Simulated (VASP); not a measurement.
# Na2Al2O (P-3m1) in VASP: notebook

Na2Al2O is run at these levels: PBE; tasks: single point, relaxation of cell and atoms.

Program: VASP 6.6.1. These are calculated values, not measurements. Logs are shortened: lines on timing, memory, paths and dates and some standing lists are left out, and cuts for length are marked.

### 1 The cell of the first run

Symmetry: P-3m1, No. 164, trigonal system. Conventional cell: a = 3.017 Å, b = 3.017 Å, c = 11.352 Å, α = 90.00°, β = 90.00°, γ = 120.00°. Na (site symmetry 3m) has 9 Na at 3.02 to 3.55 Å and 3 Al at 3.23 Å within 4.0 Å. Within 3.0 Å of Al (site symmetry 3m) lie 3 O at 2.24 Å. O (site symmetry -3m) has 6 Al at 2.24 Å within 3.0 Å.

### 2 Single point, PBE

INCAR reads:

```
SYSTEM = Na2Al2O
PREC = Accurate ; ENCUT = 520
EDIFF = 1E-6 ; ISMEAR = 0
SIGMA = 0.1 ; LREAL = .FALSE.
LASPH = .TRUE. ; NELM = 100
ALGO = Normal ; ISIF = 2
LWAVE = .FALSE. ; LCHARG = .TRUE.
GGA = PE ; LELF = .TRUE.
LVHAR = .TRUE. ; NBANDS = 21
```

KPOINTS reads:

```
regular mesh
0
G
  12 12 4
  0 0 0
```

POSCAR reads:

```
Na2Al2O
1.0
    3.0170740194      0.0000000000      0.0000000000
   -1.5085370097      2.6128627459      0.0000000000
    0.0000000000      0.0000000000     11.3522863032
Na Al O
2 2 1
Direct
    0.6666666667      0.3333333333      0.3635720839
    0.3333333333      0.6666666667      0.6364279161
    0.6666666667      0.3333333333      0.8759997031
    0.3333333333      0.6666666667      0.1240002969
    0.0000000000      0.0000000000      0.0000000000
```

Potentials or basis: VASP PAW PBE potentials, release 64 (Na_pv, Al, O).

Launch:

```sh
> cat potpaw_PBE.64/Na_pv/POTCAR potpaw_PBE.64/Al/POTCAR potpaw_PBE.64/O/POTCAR > POTCAR
> mpirun -np 1 vasp_std > vasp.out
```

OUTCAR:

```text
SYSTEM = Na2Al2O
   PREC = Accurate
   ENCUT = 520
   EDIFF = 1E-6
   ISMEAR = 0
   LREAL = .FALSE.
   LASPH = .TRUE.
   NELM = 100
   ISIF = 2
   GGA = PE

 ion  position               nearest neighbor table
   1  0.667  0.333  0.364-
   2  0.333  0.667  0.636-
   3  0.667  0.333  0.876-   5 2.24   5 2.24   5 2.24   4 3.31   4 3.31   4 3.31
   4  0.333  0.667  0.124-   5 2.24   5 2.24   5 2.24   3 3.31   3 3.31   3 3.31
   5  0.000  0.000  0.000-   3 2.24   4 2.24   3 2.24   4 2.24   3 2.24   4 2.24

  LATTYP: Found a hexagonal cell.
 ALAT       =     3.0170740194
 C/A-ratio  =     3.7626807398

  Lattice vectors:

 A1 = (   3.0170740194,   0.0000000000,   0.0000000000)
 A2 = (  -1.5085370097,   2.6128627459,   0.0000000000)
 A3 = (   0.0000000000,   0.0000000000,  11.3522863032)

Analysis of symmetry for initial positions (statically):
=====================================================================
 Subroutine PRICEL returns:
 Original cell was already a primitive cell.

 Routine SETGRP: Setting up the symmetry group for a
 hexagonal supercell.

 Subroutine GETGRP returns: Found 12 space group operations
 (whereof 12 operations were pure point group operations)
 out of a pool of 24 trial point group operations.

The static configuration has the point symmetry D_3d.

Analysis of symmetry for dynamics (positions and initial velocities):
=====================================================================
 Subroutine PRICEL returns:
 Original cell was already a primitive cell.

 Routine SETGRP: Setting up the symmetry group for a
 hexagonal supercell.

 Subroutine GETGRP returns: Found 12 space group operations
 (whereof 12 operations were pure point group operations)
 out of a pool of 24 trial point group operations.

The dynamic configuration has the point symmetry D_3d.

 Subroutine INISYM returns: Found 12 space group operations
 (whereof 12 operations are pure point group operations),
 and found     1 'primitive' translations

----------------------------------------------------------------------------------------

                                     Primitive cell

  volume of cell :      89.4923

  direct lattice vectors                    reciprocal lattice vectors
     3.017074019  0.000000000  0.000000000     0.331446956  0.191360989  0.000000000
    -1.508537010  2.612862746  0.000000000     0.000000000  0.382721979  0.000000000
[... 92 lines left out ...]
   LREAL  =      F    real-space projection
   EDIFFG = 0.1E-04   stopping-criterion for IOM
   NSW    =      0    number of steps for IOM
   IBRION =     -1    ionic relax: 0-MD 1-quasi-New 2-CG
   NFREE  =      0    steps in history (QN), initial steepest desc. (CG)
   ISIF   =      2    stress and relaxation
   ISYM   =      2    0-nonsym 1-usesym 2-fastsym
   POTIM  = 0.5000    time-step for ionic-motion
   TEBEG  =    0.0;   TEEND  =   0.0 temperature during run
   PSTRESS=    0.0 pullay stress
   NELECT =      26.0000    total number of electrons
   NUPDOWN=      -1.0000    fix difference up-down
   EMIN   =  10.00;   EMAX   =-10.00  energy-range for DOS
   EFERMI =   0.00;   METHOD = LEGACY
   ISMEAR =     0;   SIGMA  =   0.10  broadening in eV -4-tet -1-fermi 0-gaus
   EFERMI_NEDOS =   21; number of points for ismear=-14 and -15
   IALGO  =     38    algorithm
   IMIX   =      4    mixing-type and parameters
     AMIX     =   0.40;   BMIX     =  1.00
     AMIX_MAG =   1.60;   BMIX_MAG =  1.00
  volume/ion in A,a.u.               =      17.90       120.78
  Fermi-wavevector in a.u.,A,eV,Ry     =   1.084270  2.048973 15.995563  1.175641
  Thomas-Fermi vector in A             =   2.220356
   LORBIT       =      0    0 simple, 1 ext, 2 COOP (PROOUT), +10 PAW based schemes
   GGA     = PE    functional components
   LHFCALC =     F    Hartree Fock is set to
   AEXX    =    0.0000 exact exchange contribution
   IVDW    =     0    specifies the selected vdW correction
   LEPSILON=     F    determine dielectric tensor
   LRPA    =     F    only Hartree local field effects (RPA)
 non-spin polarized calculation
 Gauss-broadening in eV      SIGMA  =   0.10
  energy-cutoff  :      520.00
  volume of cell :       89.49
 maximum number of plane-waves:      2443
 NGX is ok and might be reduce to    24
   NGX = 11   NGY = 11   NGZ = 43

 number of electron      25.9999983 magnetization

 Free energy of the ion-electron system (eV)
  ---------------------------------------------------
  ext. energy  EPLUGINS =         0.00000000
  ---------------------------------------------------
  free energy    TOTEN  =       -17.25682406 eV

  energy without entropy =      -17.24325763  energy(sigma->0) =      -17.25004085

 E-fermi :   4.6507     XC(G=0):  -8.9782

 val. band max:        4.6387921192   @ k =  -0.0833   0.4167   0.2500
 cond. band min:       4.6522537513   @ k =  -0.0833   0.5000   0.2500
 fundamental gap:      0.0134616321
 Fermi energy:         4.6506968956

 k-point     1 :       0.0000    0.0000    0.0000
  band No.  band energies     occupation
      1     -20.1802      2.00000
      2     -20.1429      2.00000
      3     -20.1358      2.00000
      4     -20.1358      2.00000
      5     -20.1337      2.00000
      6     -20.1337      2.00000
[... 565 lines left out ...]
     20      13.1432      0.00000
     21      13.2367      0.00000

 [... further k-points ...]

------------------------ aborting loop because EDIFF is reached ----------------------------------------

  FORCE on cell =-STRESS in cart. coord.  units (eV):
  Direction    XX          YY          ZZ          XY          YZ          ZX
  --------------------------------------------------------------------------------------
  -------------------------------------------------------------------------------------
  Total        0.0214221      0.0214221     -0.0123233      0.0000000      0.0000000      0.0000000
  in kB        0.3835182      0.3835182     -0.2206243      0.0000000      0.0000000      0.0000000
  external PRESSURE =       0.1821374 kB  Pullay stress =       0.0000000 kB

 VOLUME and BASIS-vectors are now :
 -----------------------------------------------------------------------------
  energy-cutoff  :      520.00
  volume of cell :       89.49
      direct lattice vectors                 reciprocal lattice vectors
     3.017074019  0.000000000  0.000000000     0.331446956  0.191360989  0.000000000
    -1.508537010  2.612862746  0.000000000     0.000000000  0.382721979  0.000000000
     0.000000000  0.000000000 11.352286303     0.000000000  0.000000000  0.088087983

 POSITION                                       TOTAL-FORCE (eV/Angst)
 -----------------------------------------------------------------------------------
      1.50854      0.87095      4.12737         0.000000      0.000000      0.001110
     -0.00000      1.74191      7.22491        -0.000000     -0.000000     -0.001110
      1.50854      0.87095      9.94460        -0.000000      0.000000     -0.001453
     -0.00000      1.74191      1.40769        -0.000000      0.000000      0.001453
      0.00000      0.00000      0.00000        -0.000000      0.000000      0.000000
 -----------------------------------------------------------------------------------
    total drift:                                0.000000      0.000000      0.000000

  FREE ENERGIE OF THE ION-ELECTRON SYSTEM (eV)
  ---------------------------------------------------
  free  energy   TOTEN  =       -17.2568240636 eV

  energy  without entropy=      -17.2432576288  energy(sigma->0) =      -17.25004085
```

stdout:

```text
POSCAR found type information on POSCAR NaAlO
 POSCAR found :  3 types and       5 ions
 scaLAPACK will be used
 LDA part: xc-table for (Slater+PW92), standard interpolation
 POSCAR, INCAR and KPOINTS ok, starting setup
 FFT: planning ... GRIDC
 FFT: planning ... GRID_SOFT
 FFT: planning ... GRID
 WAVECAR not read
 entering main loop
```

Run time: 39 s. Hardware: 1 thread of Intel Xeon 6975P-C (Granite Rapids), shared host; peak memory 0.27 GiB.

Results:

- Free energy: -17.2568 eV
- Pressure: 0.0 GPa
- Band gap on the k mesh: zero (band 13 reaches 5.40 eV, above the bottom of band 14 at 3.07 eV)

### 3 Relaxation of cell and atoms, PBE

This run uses another cell than the first one, of 18.02 Å³/atom, 1.007 times its volume.

INCAR reads:

```
ALGO     = Normal         # electronic algorithm
EDIFF    = 1E-6           # SCF threshold, eV
EDIFFG   = -0.01          # ionic threshold
ENCUT    = 600            # plane-wave cutoff, eV
GGA      = PE             # functional
IBRION   = 2              # ionic algorithm
ISIF     = 3              # what is computed and relaxed
ISMEAR   = 0              # smearing method
LASPH    = T              # aspherical terms in the spheres
LCHARG   = F              # write CHGCAR
LREAL    = F              # projectors in reciprocal space
LWAVE    = F              # write WAVECAR
NELM     = 100            # most SCF steps
NSW      = 100            # ionic steps
PREC     = Accurate       # precision mode
SIGMA    = 0.1            # smearing width, eV
```

KPOINTS reads:

```
k-points
0
Gamma
  12 12 4
```

POSCAR reads:

```
Na2Al2O
1.0
    3.0121207813      0.0000000000      0.0000000000
   -1.5060603907      2.6085731159      0.0000000000
    0.0000000000      0.0000000000     11.4639881097
Na Al O
2 2 1
Direct
    0.6666666667      0.3333333333      0.3606969560
    0.3333333333      0.6666666667      0.6393030440
    0.6666666667      0.3333333333      0.8771936269
    0.3333333333      0.6666666667      0.1228063731
    0.0000000000      0.0000000000      0.0000000000
```

Potentials or basis: VASP PAW PBE potentials, release 64 (Na_pv, Al, O).

Launch:

```sh
> cat potpaw_PBE.64/Na_pv/POTCAR potpaw_PBE.64/Al/POTCAR potpaw_PBE.64/O/POTCAR > POTCAR
> mpirun -np 1 vasp_std > vasp.out
```

It took 3.6 min on 1 thread of Intel Xeon 6975P-C (Granite Rapids), shared host; peak memory 0.3 GiB.

Results (log left out):

| Item | Value |
| --- | --- |
| Free energy | -17.2593 eV |
| Relaxed volume | 17.88 Å³/atom |
| Relaxed cell | a = 3.016 Å, b = 3.016 Å, c = 11.346 Å, α = 90.00°, β = 90.00°, γ = 120.00° |
| Space group after relaxing (to 0.05 Å) | P-3m1 (No. 164) |
| Energy gained by relaxing | 0.8 meV/atom |
| Ionic steps | 12 |
| Pressure after relaxing | 0.1 GPa |
| Largest force after relaxing | 0.007 eV/Å |
| Band gap on the k mesh | zero (band 13 reaches 5.41 eV, above the bottom of band 14 at 3.08 eV) |

Forces in eV/Å, atoms in the order of the input:
```
Na   0.000  0.000  0.007
Na   0.000  0.000 -0.007
Al   0.000  0.000 -0.001
Al   0.000  0.000  0.001
O    0.000  0.000  0.000
```

The path:
| step | energy change (eV) | largest force (eV/Å) | pressure (GPa) | volume (Å³) |
| --- | --- | --- | --- | --- |
| 1 | 0.0000 | 0.0473 | -0.08 | 90.08 |
| 2 | -0.0010 | 0.0469 | -0.03 | 89.96 |
| 3 | -0.0021 | 0.0703 | 0.16 | 89.63 |
| 4 | -0.0027 | 0.0410 | 0.04 | 89.73 |
| 5 | -0.0029 | 0.0376 | -0.10 | 89.81 |
| 6 | -0.0032 | 0.0323 | -0.04 | 89.68 |
| 7 | -0.0036 | 0.0212 | 0.01 | 89.40 |
| 8 | -0.0036 | 0.0221 | 0.08 | 89.30 |
| 9 | -0.0036 | 0.0208 | 0.01 | 89.34 |
| 10 | -0.0036 | 0.0215 | 0.04 | 89.32 |
| 11 | -0.0038 | 0.0104 | 0.00 | 89.36 |
| 12 | -0.0038 | 0.0072 | 0.06 | 89.38 |

Final structure:
```yaml
crystal:
  lattice:
    - [3.01592, 0.00000, 0.00000]
    - [-1.50796, 2.61187, 0.00000]
    - [0.00000, 0.00000, 11.34620]
  atoms:
    - { symbol: Na, position: [0.66667, 0.33333, 0.36334] }
    - { symbol: Na, position: [0.33333, 0.66667, 0.63666] }
    - { symbol: Al, position: [0.66667, 0.33333, 0.87596] }
    - { symbol: Al, position: [0.33333, 0.66667, 0.12404] }
    - { symbol: O, position: [0.00000, 0.00000, 0.00000] }
```

Levels at points of the mesh, in eV from the Fermi level:
| k point | band 9 | band 10 | band 11 | band 12 | band 13 | band 14 | band 15 | band 16 | band 17 |
| --- | --- | --- | --- | --- | --- | --- | --- | --- | --- |
| (0.00, 0.00, 0.00) | -6.91 | -4.73 | -4.73 | -4.28 | -3.28 | -0.25 | 0.13 | 3.95 | 5.00 |
| (0.50, 0.00, 0.00) | -7.04 | -5.50 | -2.50 | -1.80 | -1.16 | -0.17 | 1.70 | 2.42 | 3.29 |
| (0.00, 0.00, 0.50) | -6.88 | -4.73 | -4.73 | -4.57 | -2.52 | -1.58 | 1.69 | 2.47 | 6.70 |
| (0.50, 0.00, 0.50) | -7.04 | -5.50 | -2.51 | -1.79 | -1.13 | -0.24 | 2.00 | 2.12 | 3.01 |

### 4 Single point, PBE, collinear spin, ferromagnetic start

This run uses another cell than the first one, of 18.02 Å³/atom, 1.007 times its volume.

INCAR reads:

```
ALGO = Normal
EDIFF = 1E-6
ENCUT = 520
GGA = PE
ISIF = 2
ISMEAR = 0
ISPIN = 2
LASPH = True
LCHARG = False
LORBIT = 11
LREAL = False
LWAVE = False
MAGMOM = 0 0 0 0 1
NBANDS = 25
NELM = 150
PREC = Accurate
SIGMA = 0.1
```

KPOINTS reads:

```
k-points
0
Gamma
  6 6 2
```

POSCAR is that of step 3.

Launch:

```sh
> cat potpaw_PBE.64/Na_pv/POTCAR potpaw_PBE.64/Al/POTCAR potpaw_PBE.64/O/POTCAR > POTCAR
> mpirun -np 1 vasp_std > vasp.out
```

It took 32 s on 1 thread of Intel Xeon 6975P-C (Granite Rapids), shared host; peak memory 0.27 GiB.

The run converged. Its results:

```
Free energy                                           : -17.2342 eV
Pressure                                              : -0.1 GPa
Largest force                                         : 0.058 eV/Å
Net moment                                            : 0.20 μB per cell
Valence electrons inside the program's atomic spheres : Na 6.11; Al 0.70; O 4.97
```

Forces in eV/Å, atoms in the order of the input:
```
Na   0.000  0.000 -0.018
Na   0.000  0.000  0.018
Al   0.000  0.000 -0.058
Al   0.000  0.000  0.058
O    0.000  0.000  0.000
```

Stress tensor (GPa, compression positive):
```
 0.16  0.00  0.00
 0.00  0.16  0.00
 0.00  0.00 -0.54
```

Levels at points of the mesh, in eV from the Fermi level:
Spin up:
| k point | band 11 | band 12 | band 13 | band 14 | band 15 | band 16 |
| --- | --- | --- | --- | --- | --- | --- |
| (0.00, 0.00, 0.00) | -5.00 | -4.61 | -3.65 | -0.59 | -0.33 | 3.51 |
| (0.50, 0.00, 0.00) | -2.79 | -2.09 | -1.45 | -0.48 | 1.35 | 2.05 |
| (0.00, 0.00, 0.50) | -5.00 | -4.89 | -2.90 | -1.96 | 1.27 | 2.04 |
| (0.50, 0.00, 0.50) | -2.80 | -2.08 | -1.43 | -0.54 | 1.65 | 1.76 |
Spin down:
```
           k point  band 10  band 11  band 12  band 13  band 14  band 15  band 16  band 17
(0.00, 0.00, 0.00)    -4.98    -4.98    -4.53    -3.61    -0.54    -0.26     3.56     4.59
(0.50, 0.00, 0.00)    -5.76    -2.70    -2.00    -1.36    -0.38     1.40     2.10     3.02
(0.00, 0.00, 0.50)    -4.98    -4.98    -4.83    -2.85    -1.88     1.32     2.11     6.26
(0.50, 0.00, 0.50)    -5.76    -2.70    -1.98    -1.33    -0.45     1.70     1.81     2.74
```

Caveat: the k points lie up to 0.40 Å⁻¹ apart.

(Part 1 of 2 ends here.)
